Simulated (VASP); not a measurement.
Write the native input for VASP 6.6.1 that does the following.

```yaml
Task: single point
Functional: r2SCAN
Potentials_or_basis: VASP PAW PBE potentials, release 64 (Ti_sv, Al)
Cutoff: 520 eV
k_mesh: 11 × 11 × 11
Occupations: methfessel-paxton, width 0.1 eV
Spin: no spin polarisation
Dipole_correction: no
Further_INCAR_settings: ALGO = Normal; EDIFF = 1e-07; NBANDS = 14
```

The system is TiAl.

```xyz
2
Lattice="3.0180 0.0503 0.0000 0.0503 3.0180 0.0000 0.0000 0.0000 3.0180" Properties=species:S:1:pos:R:3 pbc="T T T"
Ti    1.5341    1.5341    1.5090
Al    0.0000    0.0000    0.0000
```

The input as run:

POSCAR

```
TiAl
1.0
    3.0180000000      0.0503000000      0.0000000000
    0.0503000000      3.0180000000      0.0000000000
    0.0000000000      0.0000000000      3.0180000000
Ti Al
1 1
Direct
    0.5000000000      0.5000000000      0.5000000000
    0.0000000000      0.0000000000      0.0000000000
```

INCAR.step1

```
SYSTEM = TiAl
PREC = Accurate
ENCUT = 520
ISMEAR = 1
SIGMA = 0.1
LREAL = .False.
LASPH = .True.
NELM = 100
NBANDS = 14
GGA = PE
ALGO = Normal
EDIFF = 1E-4
LWAVE = .True.
LCHARG = .False.
```

INCAR.step2

```
SYSTEM = TiAl
PREC = Accurate
ENCUT = 520
EDIFF = 1E-7
ISMEAR = 1
SIGMA = 0.1
LREAL = .False.
LASPH = .True.
NELM = 100
ALGO = Normal
ISIF = 2
LWAVE = .False.
LCHARG = .False.
METAGGA = R2SCAN
LMIXTAU = .True.
NBANDS = 14
ISTART = 1
```

KPOINTS

```
regular mesh
0
Gamma
  11 11 11
  0 0 0
```

Potentials or basis: VASP PAW PBE potentials, release 64 (Ti_sv, Al).

The run is started by

```sh
$ cat potpaw_PBE.64/Ti_sv/POTCAR potpaw_PBE.64/Al/POTCAR > POTCAR
$ cp INCAR.step1 INCAR
$ mpirun -np 1 vasp_std > vasp.out
$ cp INCAR.step2 INCAR
$ mpirun -np 1 vasp_std > vasp.out
```

It gave:

```yaml
Pressure: 24.1 GPa
```

Caveat: the PAW data sets were made with another functional, which shifts forces and pressure a little.

It took 4 min on 1 thread of Intel(R) Xeon(R) Platinum 8375C CPU @ 2.90GHz (Ice Lake) (shared host), peak memory 0.21 GiB.
